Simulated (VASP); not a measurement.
# GaSb (so) (F-43m) in VASP: single point with PBEsol

Aim: the single point of GaSb (so) with PBEsol.

Everything below comes from runs of VASP 6.6.1. Logs are shortened: lines on timing, memory, paths and dates and some standing lists are left out, and cuts for length are marked.

### 1 The cell of the first run

The structure is cubic, space group F-43m (No. 216). The conventional cell has a = 6.112 Å, b = 6.112 Å, c = 6.112 Å, α = 90.00°, β = 90.00°, γ = 90.00°. Ga (site symmetry -43m) has 4 Sb at 2.65 Å within 3.5 Å. Within 3.5 Å of Sb (site symmetry -43m) lie 4 Ga at 2.65 Å.

### 2 Single point, PBEsol, non-collinear spin, zero start, spin-orbit coupling

Contents of INCAR:

```
SYSTEM = GaSb
ALGO = Normal
EDIFF = 1E-6
ENCUT = 520
GGA = PS
GGA_COMPAT = .FALSE.
ISIF = 2
ISMEAR = 0
LASPH = .TRUE.
LCHARG = .FALSE.
LNONCOLLINEAR = .TRUE.
LORBIT = 11
LORBMOM = .TRUE.
LREAL = .FALSE.
LSORBIT = .TRUE.
LWAVE = .FALSE.
MAGMOM = 0 0 0 0 0 0
NBANDS = 30
NELM = 150
PREC = Accurate
SIGMA = 0.01
```

Contents of KPOINTS:

```
k-points
0
G
  10 10 10
  0 0 0
```

Contents of POSCAR:

```
GaSb
1.0
    0.0000000000      3.0558950467      3.0558950467
    3.0558950467      0.0000000000      3.0558950467
    3.0558950467      3.0558950467      0.0000000000
Ga Sb
1 1
Direct
    0.0000000000      0.0000000000      0.0000000000
    0.2500000000      0.2500000000      0.2500000000
```

Potentials or basis: VASP PAW PBE potentials, release 64 (Ga_d, Sb).

Launch:

```sh
cat potpaw_PBE.64/Ga_d/POTCAR potpaw_PBE.64/Sb/POTCAR > POTCAR
mpirun -np 1 vasp_ncl > vasp.out
```

OUTCAR:

```text
SYSTEM = GaSb
   EDIFF = 1E-6
   ENCUT = 520
   GGA = PS
   ISIF = 2
   ISMEAR = 0
   LASPH = .TRUE.
   LNONCOLLINEAR = .TRUE.
   LORBIT = 11
   LREAL = .FALSE.
   LSORBIT = .TRUE.
   NELM = 150
   PREC = Accurate

 ion  position               nearest neighbor table
   1  0.000  0.000  0.000-   2 2.65   2 2.65   2 2.65   2 2.65
   2  0.250  0.250  0.250-   1 2.65   1 2.65   1 2.65   1 2.65

  LATTYP: Found a face centered cubic cell.
 ALAT       =     6.1117900934

  Lattice vectors:

 A1 = (   0.0000000000,   3.0558950467,   3.0558950467)
 A2 = (   3.0558950467,   0.0000000000,   3.0558950467)
 A3 = (   3.0558950467,   3.0558950467,   0.0000000000)

Analysis of symmetry for initial positions (statically):
=====================================================================
 Subroutine PRICEL returns:
 Original cell was already a primitive cell.

 Routine SETGRP: Setting up the symmetry group for a
 face centered cubic supercell.

 Subroutine GETGRP returns: Found 24 space group operations
 (whereof 24 operations were pure point group operations)
 out of a pool of 48 trial point group operations.

The static configuration has the point symmetry T_d .

Analysis of symmetry for dynamics (positions and initial velocities):
=====================================================================
 Subroutine PRICEL returns:
 Original cell was already a primitive cell.

 Routine SETGRP: Setting up the symmetry group for a
 face centered cubic supercell.

 Subroutine GETGRP returns: Found 24 space group operations
 (whereof 24 operations were pure point group operations)
 out of a pool of 48 trial point group operations.

The dynamic configuration has the point symmetry T_d .

Analysis of structural, dynamic, and magnetic symmetry:
=====================================================================
 Subroutine PRICEL returns:
 Original cell was already a primitive cell.

 Routine SETGRP: Setting up the symmetry group for a
 face centered cubic supercell.

 Subroutine GETGRP returns: Found 24 space group operations
 (whereof 24 operations were pure point group operations)
 out of a pool of 48 trial point group operations.

The overall configuration has the point symmetry T_d .

 Subroutine INISYM returns: Found 24 space group operations
 (whereof 24 operations are pure point group operations),
 and found     1 'primitive' translations

----------------------------------------------------------------------------------------

                                     Primitive cell

  volume of cell :      57.0749

  direct lattice vectors                    reciprocal lattice vectors
     0.000000000  3.055895047  3.055895047    -0.163618185  0.163618185  0.163618185
     3.055895047  0.000000000  3.055895047     0.163618185 -0.163618185  0.163618185
     3.055895047  3.055895047  0.000000000     0.163618185  0.163618185 -0.163618185

  length of vectors
     4.321688220  4.321688220  4.321688220     0.283395009  0.283395009  0.283395009

  position of ions in fractional coordinates (direct lattice)
     0.000000000  0.000000000  0.000000000
     0.250000000  0.250000000  0.250000000

  ion indices of the primitive-cell ions
   primitive index   ion index
                 1           1
                 2           2

----------------------------------------------------------------------------------------

 KPOINTS: k-points

Automatic generation of k-mesh.
 Grid dimensions read from file:
 generate k-points for:   10   10   10

 Generating k-lattice:

  Cartesian coordinates                     Fractional coordinates (reciprocal lattice)
    -0.016361818  0.016361818  0.016361818     0.100000000  0.000000000  0.000000000
     0.016361818 -0.016361818  0.016361818     0.000000000  0.100000000  0.000000000
     0.016361818  0.016361818 -0.016361818     0.000000000  0.000000000  0.100000000

  Length of vectors
     0.028339501  0.028339501  0.028339501

[... 90 lines left out ...]
 number of electron      17.9999985 magnetization      -0.0000000     -0.0000000     -0.0000000

 number of electron      17.9999985 magnetization       0.0000000      0.0000000      0.0000000

 number of electron      17.9999985 magnetization      -0.0000000      0.0000000     -0.0000000

 number of electron      17.9999985 magnetization       0.0000000     -0.0000000      0.0000000

 Free energy of the ion-electron system (eV)
  ---------------------------------------------------
  ext. energy  EPLUGINS =         0.00000000
  ---------------------------------------------------
  free energy    TOTEN  =        -8.22094985 eV

  energy without entropy =       -8.22093856  energy(sigma->0) =       -8.22094420

 E-fermi :   4.9862     XC(G=0):  -9.2791

 val. band max:        4.9862314944   @ k =   0.0000   0.0000   0.0000
 cond. band min:       4.9862316737   @ k =   0.0000   0.0000   0.0000
 fundamental gap:      0.0000001793
 Fermi energy:         4.9862315849

 k-point     1 :       0.0000    0.0000    0.0000
  band No.  band energies     occupation
      1     -10.4965      1.00000
      2     -10.4965      1.00000
      3     -10.4965      1.00000
      4     -10.4965      1.00000
      5     -10.0616      1.00000
      6     -10.0616      1.00000
[... 781 lines left out ...]
     29      12.2748      0.00000
     30      12.2765      0.00000

 [... further k-points ...]
[... 5 lines left out ...]
  --------------------------------------------------------------------------------------
  -------------------------------------------------------------------------------------
  Total        0.0470822      0.0470822      0.0470822      0.0000000      0.0000000     -0.0000000
  in kB        1.3216668      1.3216668      1.3216668      0.0000000      0.0000000     -0.0000000
  external PRESSURE =       1.3216668 kB  Pullay stress =       0.0000000 kB

 VOLUME and BASIS-vectors are now :
 -----------------------------------------------------------------------------
  energy-cutoff  :      520.00
  volume of cell :       57.07
      direct lattice vectors                 reciprocal lattice vectors
     0.000000000  3.055895047  3.055895047    -0.163618185  0.163618185  0.163618185
     3.055895047  0.000000000  3.055895047     0.163618185 -0.163618185  0.163618185
     3.055895047  3.055895047  0.000000000     0.163618185  0.163618185 -0.163618185

 POSITION                                       TOTAL-FORCE (eV/Angst)
 -----------------------------------------------------------------------------------
      0.00000      0.00000      0.00000         0.000000     -0.000000     -0.000000
      1.52795      1.52795      1.52795        -0.000000      0.000000      0.000000
 -----------------------------------------------------------------------------------
    total drift:                                0.000000      0.000000      0.000000

  FREE ENERGIE OF THE ION-ELECTRON SYSTEM (eV)
  ---------------------------------------------------
  free  energy   TOTEN  =        -8.2209498464 eV

  energy  without entropy=       -8.2209385626  energy(sigma->0) =       -8.22094420

 orbital moment (x)

 # of ion     p       d       tot
 ----------------------------------------
  1        -0.000  -0.000  -0.000
  2        -0.000   0.000  -0.000
 ----------------------------------------
           -0.000   0.000  -0.000

 orbital moment (y)

 # of ion     p       d       tot
 ----------------------------------------
  1         0.000   0.000   0.000
  2        -0.000  -0.000  -0.000
 ----------------------------------------
           -0.000   0.000  -0.000

 orbital moment (z)

 # of ion     p       d       tot
 ----------------------------------------
  1         0.000  -0.000  -0.000
  2         0.000   0.000   0.000
 ----------------------------------------
            0.000  -0.000  -0.000

 Spin-Orbit-Coupling matrix elements

 Ion:    1  E_soc:     -0.0127078
 l=   1
     0.0000000    -0.0013007    -0.0013007
    -0.0013007     0.0000000    -0.0013007
    -0.0013007    -0.0013007     0.0000000
 l=   2
     0.0000000    -0.0001534     0.0000000    -0.0001534    -0.0006639
    -0.0001534     0.0000000    -0.0004979    -0.0001534    -0.0001660
     0.0000000    -0.0004979     0.0000000    -0.0004979     0.0000000
    -0.0001534    -0.0001534    -0.0004979     0.0000000    -0.0001660
    -0.0006639    -0.0001660     0.0000000    -0.0001660     0.0000000
 l=   3
     0.0000000     0.0000000     0.0000000     0.0000000     0.0000000     0.0000000     0.0000000
     0.0000000     0.0000000     0.0000000     0.0000000     0.0000000     0.0000000     0.0000000
     0.0000000     0.0000000     0.0000000     0.0000000     0.0000000     0.0000000     0.0000000
     0.0000000     0.0000000     0.0000000     0.0000000     0.0000000     0.0000000     0.0000000
     0.0000000     0.0000000     0.0000000     0.0000000     0.0000000     0.0000000     0.0000000
     0.0000000     0.0000000     0.0000000     0.0000000     0.0000000     0.0000000     0.0000000
     0.0000000     0.0000000     0.0000000     0.0000000     0.0000000     0.0000000     0.0000000

 Ion:    2  E_soc:     -0.1240883
 l=   1
     0.0000000    -0.0205372    -0.0205372
    -0.0205372     0.0000000    -0.0205372
    -0.0205372    -0.0205372     0.0000000
 l=   2
     0.0000000    -0.0000553     0.0000000    -0.0000553    -0.0000889
    -0.0000553     0.0000000    -0.0000667    -0.0000553    -0.0000222
     0.0000000    -0.0000667     0.0000000    -0.0000667     0.0000000
    -0.0000553    -0.0000553    -0.0000667     0.0000000    -0.0000222
    -0.0000889    -0.0000222     0.0000000    -0.0000222     0.0000000
 l=   3
     0.0000000     0.0000000     0.0000000     0.0000000     0.0000000     0.0000000     0.0000000
     0.0000000     0.0000000     0.0000000     0.0000000     0.0000000     0.0000000     0.0000000
     0.0000000     0.0000000     0.0000000     0.0000000     0.0000000     0.0000000     0.0000000
     0.0000000     0.0000000     0.0000000     0.0000000     0.0000000     0.0000000     0.0000000
     0.0000000     0.0000000     0.0000000     0.0000000     0.0000000     0.0000000     0.0000000
     0.0000000     0.0000000     0.0000000     0.0000000     0.0000000     0.0000000     0.0000000
     0.0000000     0.0000000     0.0000000     0.0000000     0.0000000     0.0000000     0.0000000

 total charge

# of ion       s       p       d       tot
------------------------------------------
    1        0.912   0.766   9.963  11.641
    2        1.132   1.338   0.028   2.497
--------------------------------------------------
tot          2.043   2.104   9.991  14.138

 magnetization (x)

# of ion       s       p       d       tot
------------------------------------------
    1        0.000  -0.000   0.000  -0.000
    2        0.000   0.000   0.000   0.000
--------------------------------------------------
tot          0.000  -0.000   0.000  -0.000

 magnetization (y)

# of ion       s       p       d       tot
------------------------------------------
    1        0.000   0.000   0.000   0.000
    2        0.000   0.000   0.000   0.000
--------------------------------------------------
tot          0.000   0.000   0.000   0.000

 magnetization (z)

# of ion       s       p       d       tot
------------------------------------------
    1        0.000  -0.000   0.000   0.000
    2        0.000  -0.000   0.000  -0.000
--------------------------------------------------
tot          0.000  -0.000   0.000  -0.000
```

Wall time 3.5 min (1 thread of AMD EPYC 7R43 (Zen 3), shared host); peak memory 0.38 GiB.

What came out:

* Free energy: -8.2209 eV
* Pressure: 0.1 GPa
* Net moment: 0.00 μB per cell
* Valence electrons inside the program's atomic spheres: Ga 11.64; Sb 2.50

Moments on the atoms (μB; x, y, z):
```
Ga  0.00 0.00 0.00
Sb  0.00 0.00 0.00
```

Caveat: the PAW data sets were made with another functional, which shifts forces and pressure a little.
